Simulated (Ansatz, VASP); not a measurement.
# One calculation of Cd, two programs

Contents of INCAR:

```
SYSTEM = Cd
PREC = Accurate
ENCUT = 500
EDIFF = 1E-6
ISMEAR = 0
SIGMA = 0.27211386245988
LREAL = .FALSE.
LASPH = .TRUE.
NELM = 120
ALGO = Normal
ISIF = 2
LWAVE = .FALSE.
LCHARG = .FALSE.
GGA = PE
NBANDS = 19
GGA_COMPAT = .FALSE.
```

KPOINTS

```
Automatic mesh
0
G
  6 6 4
  0 0 0
```

Contents of POSCAR:

```
Cd
1.0
    3.1389220941      0.0000000000      0.0000000000
   -1.5694610470      2.7183862740      0.0000000000
    0.0000000000      0.0000000000      5.9194764645
Cd
2
Direct
    0.3333333333      0.6666666667      0.2500000000
    0.6666666667      0.3333333333      0.7500000000
```

Input for Ansatz:

```yaml
crystal:
  lattice:
    - [3.1389220941, 0.0, 0.0]
    - [-1.569461047, 2.718386274, 0.0]
    - [0.0, 0.0, 5.9194764645]
  atoms:
    - { symbol: Cd, position: [0.3333333333, 0.6666666667, 0.25] }
    - { symbol: Cd, position: [0.6666666667, 0.3333333333, 0.75] }
basis:
  ecutwfc: 420
kpoints:
  mp_grid: { grid: [6, 6, 4] }
hamiltonian:
  xc: pbe
scf:
  occupations: { method: gaussian, width: "0.02 Ry" }
  convergence: { dr2_threshold: "1e-8 eV" }
output:
  forces: true
  stress: true
  eigenvalues: true
```

Alike in both runs: task single point; functional PBE; k mesh 6 × 6 × 4; no spin polarisation.

```csv
,VASP,Ansatz
version,VASP 6.6.1,Ansatz 0.2.0
potentials or method,"VASP PAW PBE potentials, release 64 (Cd), cutoff 500 eV","scalar-relativistic, plane waves, PAW"
occupations,"gaussian, width 0.272114 eV",gaussian
valence electrons in the cell,24,40
```

```csv
,VASP,Ansatz,Ansatz less VASP
gap on the k mesh at the Fermi level (eV),none,none,-
pressure (GPa),-2.6,-2.7,-0.16
"traceless stress, the component that is largest in VASP (GPa)",0.78,0.83,+0.048
```

A gap of «none» marks a metal or a gap that the smearing closes. VASP's potentials hold 24 valence electrons a cell and Ansatz's 40, so a difference there can come from the potentials and not from the codes. Ansatz's warnings: stress scf threshold loose.

The k mesh is coarse, so the values compare programs but aren't converged.
